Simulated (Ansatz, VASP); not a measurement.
Two plane-wave programs on ZnS

```
CELL_PARAMETERS angstrom
3.78158 0.00000 0.00000
-1.89079 3.27494 0.00000
0.00000 0.00000 6.20896
ATOMIC_POSITIONS crystal
Zn 0.33333 0.66667 0.00544
Zn 0.66667 0.33333 0.50544
S 0.33333 0.66667 0.37956
S 0.66667 0.33333 0.87956
```

Alike in both runs: functional PBEsol; k mesh 10 × 10 × 6; occupations fermi-dirac, width 0.08 eV; no spin polarisation.

Ansatz relaxed the structure, and its values are those at the end. VASP's run is a single point on that final structure, the one shown.

|  | VASP | Ansatz |
| --- | --- | --- |
| version | VASP 6.6.1 | Ansatz 0.2.0 |
| potentials or method | VASP PAW PBE potentials, release 64 (Zn, S) | PAW with Ansatz's default frozen-core files, scalar-relativistic |
| plane-wave cutoff (eV) | 520 | 420 |
| valence electrons in the cell | 36 | 36 |

|  | VASP | Ansatz | Ansatz less VASP |
| --- | --- | --- | --- |
| pressure (GPa) | 0.2 | 0.0 | -0.20 |

VASP's potentials were made for PBE, not for PBEsol. The functional is the same, so the differences come from potentials, cutoffs and numerics.
